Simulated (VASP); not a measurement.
Here is a VASP 6.6.1 calculation.

File POSCAR:

```
MgO
1.0
    0.0000000000      2.1000000000      2.1000000000
    2.1000000000      0.0000000000      2.1000000000
    2.1000000000      2.1000000000      0.0000000000
Mg O
1 1
Direct
    0.0000000000      0.0000000000      0.0000000000
    0.5000000000      0.5000000000      0.5000000000
```

Contents of INCAR.step1:

```
SYSTEM = MgO
PREC = Accurate
ENCUT = 660
ISMEAR = -1
SIGMA = 0.05
LREAL = .FALSE.
LASPH = .TRUE.
NELM = 120
NBANDS = 15
GGA = PE
ALGO = Normal
EDIFF = 1E-5
LWAVE = .TRUE.
LCHARG = .FALSE.
GGA_COMPAT = .FALSE.
```

INCAR.step2

```
SYSTEM = MgO
PREC = Accurate
ENCUT = 660
EDIFF = 1E-6
ISMEAR = -1
SIGMA = 0.05
LREAL = .FALSE.
LASPH = .TRUE.
NELM = 120
ALGO = Normal
ISIF = 2
LWAVE = .FALSE.
LCHARG = .FALSE.
METAGGA = R2SCAN
LMIXTAU = .TRUE.
NBANDS = 15
ISTART = 1
GGA_COMPAT = .FALSE.
```

KPOINTS

```
Automatic mesh
0
G
  9 9 9
  0 0 0
```

Potentials or basis: VASP PAW PBE potentials, release 64 (Mg_sv, O).

Run with:

```console
$ cat potpaw_PBE.64/Mg_sv/POTCAR potpaw_PBE.64/O/POTCAR > POTCAR
$ cp INCAR.step1 INCAR
$ mpirun -np 1 vasp_std > vasp.out
$ cp INCAR.step2 INCAR
$ mpirun -np 1 vasp_std > vasp.out
```

(1) Predict the band gap on the k mesh.

(2) Predict the pressure.

Results:

(1) 5.74 eV, direct.

(2) 0.3 GPa.

Caveat: the PAW data sets were made with another functional, which shifts forces and pressure a little.

**What was measured.**

“Electronic structure of alkaline earth and post-transition metal oxides”, 2009, arxiv:0908.1581 quotes, for a bulk crystal of MgO: band gap 7.83 eV.

A measured gap of MgO is 7.83 eV (quoted in “Electronic structure of alkaline earth and post-transition metal oxides”, 2009, arxiv:0908.1581); the calculated 5.74 eV misses it by -2.09 eV. The value is that of r2SCAN, without temperature or zero-point motion.
